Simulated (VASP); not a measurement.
Write the native input for VASP 6.6.1 that does the following.

- Task: single point
- Functional: PBE
- Potentials or basis: VASP PAW PBE potentials, release 64 (C)
- Cutoff: 520 eV
- k mesh: 12 × 12 × 2
- Occupations: gaussian, width 0.05 eV
- Spin: no spin polarisation
- Dipole correction: no
- Further INCAR settings: ALGO = Normal; EDIFF = 1e-07; NBANDS = 36

The structure of C lies in POSCAR:

```
C
1.0
    2.4953402903      0.0462520145      0.0462520145
   -1.2076147257      2.1379020753      0.0169294123
    0.2280742143      0.2280742143     12.3048213715
C
12
Direct
    0.0000000000      0.0000000000      0.1868593266
    0.0000000000      0.0000000000      0.6868593266
    0.0000000000      0.0000000000      0.3131406734
    0.0000000000      0.0000000000      0.8131406734
    0.3333333333      0.6666666667      0.5207665411
    0.6666666667      0.3333333333      0.0207665411
    0.3333333333      0.6666666667      0.9792334589
    0.6666666667      0.3333333333      0.4792334589
    0.3333333333      0.6666666667      0.6450950823
    0.6666666667      0.3333333333      0.1450950823
    0.3333333333      0.6666666667      0.8549049177
    0.6666666667      0.3333333333      0.3549049177
```

One way to write it, as run:

INCAR

```
ALGO     = Normal         # electronic algorithm
EDIFF    = 1E-7           # SCF threshold, eV
ENCUT    = 520            # plane-wave cutoff, eV
GGA      = PE             # functional
ISIF     = 2              # what is computed and relaxed
ISMEAR   = 0              # smearing method
LASPH    = T              # aspherical terms in the spheres
LCHARG   = F              # write CHGCAR
LREAL    = F              # projectors in reciprocal space
LWAVE    = F              # write WAVECAR
NBANDS   = 36             # bands
NELM     = 60             # most SCF steps
PREC     = Accurate       # precision mode
SIGMA    = 0.05           # smearing width, eV
```

KPOINTS

```
k-points
0
Gamma
  12 12 2
```

Potentials or basis: VASP PAW PBE potentials, release 64 (C).

Run with:

```bash
$ cat potpaw_PBE.64/C/POTCAR > POTCAR
$ mpirun -np 1 vasp_std > vasp.out
```

It gave:

```
Pressure               : 15.9 GPa
Largest force          : 0.301 eV/Å
Band gap on the k mesh : 3.84 eV (least direct gap 4.75 eV)
```

Caveat: the cell stands under pressure.

Wall time 3.1 min on 1 thread of Intel(R) Xeon(R) Platinum 8488C (Sapphire Rapids), on a shared host, peak memory 0.33 GiB.
